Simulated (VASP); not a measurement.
# AlN (Cc) in VASP: single point with PBEsol

Aim: the single point of AlN with PBEsol.

Everything below comes from runs of VASP 6.6.1. Logs are shortened: lines on timing, memory, paths and dates and some standing lists are left out, and cuts for length are marked.

## (1) The cell of the first run

Symmetry: Cc, No. 9, monoclinic system. Conventional cell: a = 3.271 Å, b = 5.592 Å, c = 4.063 Å, α = 90.00°, β = 90.10°, γ = 90.00°. Within 2.2 Å of Al (site symmetry 1) lie 5 N at 1.63 to 2.13 Å. Within 2.2 Å of N (site symmetry 1) lie 5 Al at 1.63 to 2.13 Å.

## (2) Single point, PBEsol (strained and its atoms moved)

INCAR reads:

```
SYSTEM = AlN
PREC = Accurate
ENCUT = 520
EDIFF = 1E-6
ISMEAR = 0
SIGMA = 0.02
LREAL = .FALSE.
LASPH = .TRUE.
NELM = 100
ALGO = Normal
ISIF = 2
LWAVE = .FALSE.
LCHARG = .TRUE.
GGA = PS
LELF = .TRUE.
LVHAR = .TRUE.
NBANDS = 16
```

KPOINTS reads:

```
regular mesh
0
G
  9 9 6
  0 0 0
```

POSCAR reads:

```
AlN
1.0
    3.2707142950      0.0000000000     -0.0028484195
   -1.6353571475      2.7958638180      0.0014242098
   -0.0036013042      0.0000000000      4.0630667520
Al N
2 2
Direct
    0.3712564339      0.6708631523      0.7602865796
    0.7003932916      0.3291368477      0.2602865796
    0.2776445965      0.6269389285      0.2397134204
    0.6507056780      0.3730610715      0.7397134204
```

Potentials or basis: VASP PAW PBE potentials, release 64 (Al, N).

Launch:

```sh
cat potpaw_PBE.64/Al/POTCAR potpaw_PBE.64/N/POTCAR > POTCAR
mpirun -np 1 vasp_std > vasp.out
```

OUTCAR:

```text
SYSTEM = AlN
   PREC = Accurate
   ENCUT = 520
   EDIFF = 1E-6
   ISMEAR = 0
   LREAL = .FALSE.
   LASPH = .TRUE.
   NELM = 100
   ISIF = 2
   GGA = PS

 ion  position               nearest neighbor table
   1  0.371  0.671  0.760-   4 1.63   3 1.97   4 1.98   4 2.05   3 2.13   2 2.74   2 2.74   2 2.78
                             2 2.78   2 2.78   2 2.78
   2  0.700  0.329  0.260-   3 1.63   4 1.97   3 1.98   3 2.05   4 2.13   1 2.74   1 2.74   1 2.78
                             1 2.78   1 2.78   1 2.78
   3  0.278  0.627  0.240-   2 1.63   1 1.97   2 1.98   2 2.05   1 2.13
   4  0.651  0.373  0.740-   1 1.63   2 1.97   1 1.98   1 2.05   2 2.13

  LATTYP: Found a base centered monoclinic cell.
 ALAT       =     3.2707155353
 B/A-ratio  =     1.7096343524
 C/A-ratio  =     1.2422567185
 COS(beta)  =    -0.0017572359

  Lattice vectors:

 A1 = (   1.6353571475,  -2.7958638180,  -0.0014242098)
 A2 = (   1.6353571475,   2.7958638180,  -0.0014242097)
 A3 = (  -0.0036013042,   0.0000000000,   4.0630667520)

Analysis of symmetry for initial positions (statically):
=====================================================================
 Subroutine PRICEL returns:
 Original cell was already a primitive cell.

 Routine SETGRP: Setting up the symmetry group for a
 base centered monoclinic supercell.

 Subroutine GETGRP returns: Found  2 space group operations
 (whereof  1 operations were pure point group operations)
 out of a pool of  4 trial point group operations.

The static configuration has the point symmetry C_1 .
 The point group associated with its full space group is C_1h.

Analysis of symmetry for dynamics (positions and initial velocities):
=====================================================================
 Subroutine PRICEL returns:
 Original cell was already a primitive cell.

 Routine SETGRP: Setting up the symmetry group for a
 base centered monoclinic supercell.

 Subroutine GETGRP returns: Found  2 space group operations
 (whereof  1 operations were pure point group operations)
 out of a pool of  4 trial point group operations.

The dynamic configuration has the point symmetry C_1 .
 The point group associated with its full space group is C_1h.

 Subroutine INISYM returns: Found  2 space group operations
 (whereof  1 operations are pure point group operations),
 and found     1 'primitive' translations

----------------------------------------------------------------------------------------

                                     Primitive cell
[... 98 lines left out ...]
   NSW    =      0    number of steps for IOM
   IBRION =     -1    ionic relax: 0-MD 1-quasi-New 2-CG
   NFREE  =      0    steps in history (QN), initial steepest desc. (CG)
   ISIF   =      2    stress and relaxation
   ISYM   =      2    0-nonsym 1-usesym 2-fastsym
   POTIM  = 0.5000    time-step for ionic-motion
   TEBEG  =    0.0;   TEEND  =   0.0 temperature during run
   PSTRESS=    0.0 pullay stress
   NELECT =      16.0000    total number of electrons
   NUPDOWN=      -1.0000    fix difference up-down
   EMIN   =  10.00;   EMAX   =-10.00  energy-range for DOS
   EFERMI =   0.00;   METHOD = LEGACY
   ISMEAR =     0;   SIGMA  =   0.02  broadening in eV -4-tet -1-fermi 0-gaus
   EFERMI_NEDOS =   21; number of points for ismear=-14 and -15
   IALGO  =     38    algorithm
   IMIX   =      4    mixing-type and parameters
     AMIX     =   0.40;   BMIX     =  1.00
     AMIX_MAG =   1.60;   BMIX_MAG =  1.00
  volume/ion in A,a.u.               =       9.29        62.68
  Fermi-wavevector in a.u.,A,eV,Ry     =   1.236263  2.336198 20.794400  1.528345
  Thomas-Fermi vector in A             =   2.370878
   LORBIT       =      0    0 simple, 1 ext, 2 COOP (PROOUT), +10 PAW based schemes
   GGA     = PS    functional components
   LHFCALC =     F    Hartree Fock is set to
   AEXX    =    0.0000 exact exchange contribution
   IVDW    =     0    specifies the selected vdW correction
   LEPSILON=     F    determine dielectric tensor
   LRPA    =     F    only Hartree local field effects (RPA)
 non-spin polarized calculation
 Gauss-broadening in eV      SIGMA  =   0.02
  energy-cutoff  :      520.00
  volume of cell :       37.15
 maximum number of plane-waves:      1024
   NGX = 13   NGY = 13   NGZ = 15

 number of electron      16.0000000 magnetization

 Free energy of the ion-electron system (eV)
  ---------------------------------------------------
  ext. energy  EPLUGINS =         0.00000000
  ---------------------------------------------------
  free energy    TOTEN  =       -29.28011509 eV

  energy without entropy =      -29.28011509  energy(sigma->0) =      -29.28011509

 E-fermi :   8.6567     XC(G=0): -11.6438

 val. band max:        8.5127743147   @ k =   0.0000   0.0000   0.0000
 cond. band min:      12.0547681610   @ k =   0.0000   0.0000   0.0000
 fundamental gap:      3.5419938463
 Fermi energy:         8.6567411931

 k-point     1 :       0.0000    0.0000    0.0000
  band No.  band energies     occupation
      1      -8.6932      2.00000
      2      -4.6759      2.00000
      3       1.3288      2.00000
      4       4.7432      2.00000
      5       5.3727      2.00000
      6       6.7370      2.00000
[... 433 lines left out ...]
      3       1.2884      2.00000
      4       3.1372      2.00000
      5       3.8317      2.00000
      6       4.7599      2.00000
[... 8 lines left out ...]
     15      21.6780      0.00000
     16      24.0696      0.00000

 [... further k-points ...]

------------------------ aborting loop because EDIFF is reached ----------------------------------------

  FORCE on cell =-STRESS in cart. coord.  units (eV):
  Direction    XX          YY          ZZ          XY          YZ          ZX
  --------------------------------------------------------------------------------------
  -------------------------------------------------------------------------------------
  Total       12.9101274      3.1338475      3.0110421      0.0000000      0.0000000     -0.7375513
  in kB      556.7097971    135.1375974    129.8419898      0.0000000      0.0000000    -31.8046455
  external PRESSURE =     273.8964614 kB  Pullay stress =       0.0000000 kB

 VOLUME and BASIS-vectors are now :
 -----------------------------------------------------------------------------
  energy-cutoff  :      520.00
  volume of cell :       37.15
      direct lattice vectors                 reciprocal lattice vectors
     3.270714295  0.000000000 -0.002848420     0.305743847  0.178835606  0.000270996
    -1.635357147  2.795863818  0.001424210     0.000000000  0.357671212  0.000000000
    -0.003601304  0.000000000  4.063066752     0.000214342 -0.000000000  0.246119700

 POSITION                                       TOTAL-FORCE (eV/Angst)
 -----------------------------------------------------------------------------------
      0.11443      1.87564      3.08899        -6.246232      2.711800     -0.072856
      1.75159      0.92022      1.05604        -6.246232     -2.711800     -0.072856
     -0.11804      1.75284      0.97407         6.246232      3.947137      0.072856
      1.51552      1.04303      3.00418         6.246232     -3.947137      0.072856
 -----------------------------------------------------------------------------------
    total drift:                                0.000746      0.000005      0.000187

  FREE ENERGIE OF THE ION-ELECTRON SYSTEM (eV)
  ---------------------------------------------------
  free  energy   TOTEN  =       -29.2801150890 eV

  energy  without entropy=      -29.2801150890  energy(sigma->0) =      -29.28011509
```

OSZICAR:

```text
N       E                     dE             d eps       ncg     rms          rms(c)
DAV:   1     0.433044648188E+02    0.43304E+02   -0.74435E+03  4488   0.908E+02
DAV:   2    -0.310958028620E+02   -0.74400E+02   -0.67550E+02  6440   0.195E+02
DAV:   3    -0.343421088449E+02   -0.32463E+01   -0.32347E+01  5496   0.419E+01
DAV:   4    -0.343604352515E+02   -0.18326E-01   -0.18325E-01  5632   0.353E+00
DAV:   5    -0.343606685445E+02   -0.23329E-03   -0.23329E-03  5528   0.401E-01    0.126E+01
DAV:   6    -0.293975645366E+02    0.49631E+01   -0.91644E+00  5864   0.232E+01    0.445E+00
DAV:   7    -0.293289854862E+02    0.68579E-01   -0.82586E-01  5576   0.642E+00    0.302E+00
DAV:   8    -0.292858547259E+02    0.43131E-01   -0.96739E-02  5360   0.252E+00    0.567E-01
DAV:   9    -0.292799426257E+02    0.59121E-02   -0.17181E-02  6208   0.102E+00    0.258E-01
DAV:  10    -0.292801621626E+02   -0.21954E-03   -0.14707E-03  4952   0.286E-01    0.102E-01
DAV:  11    -0.292801141106E+02    0.48052E-04   -0.20369E-04  5592   0.116E-01    0.245E-02
DAV:  12    -0.292801150890E+02   -0.97835E-06   -0.83339E-06  5936   0.233E-02
   1 F= -.29280115E+02 E0= -.29280115E+02  d E =-.728364E-27
```

stdout:

```text
POSCAR found type information on POSCAR AlN
 POSCAR found :  2 types and       4 ions
 scaLAPACK will be used
 -----------------------------------------------------------------------------
|                                                                             |
|                                                                             |
|     You enforced a specific xc type in the INCAR file but a different       |
|     I HOPE YOU KNOW WHAT YOU ARE DOING!                                     |
|                                                                             |
 -----------------------------------------------------------------------------

 LDA part: xc-table for (Slater+PW92), standard interpolation
 POSCAR, INCAR and KPOINTS ok, starting setup
 FFT: planning ... GRIDC
 FFT: planning ... GRID_SOFT
 FFT: planning ... GRID
 WAVECAR not read
 entering main loop
```

Wall time 2.2 min (1 thread of AMD EPYC 7R13, shared host); peak memory 0.16 GiB.

What came out:

```yaml
Free_energy: -29.2801 eV
Pressure: 27.4 GPa
Largest_force: 7.389 eV/Å
Band_gap_on_the_k_mesh: 3.54 eV, direct
```

Forces in eV/Å, atoms in the order of the input:
```
Al  -6.246  2.712 -0.073
Al  -6.246 -2.712 -0.073
N    6.246  3.947  0.073
N    6.246 -3.947  0.073
```

Caveat: the cell differs from its parent crystal (strained and its atoms moved); the PAW data sets were made with another functional, which shifts forces and pressure a little.
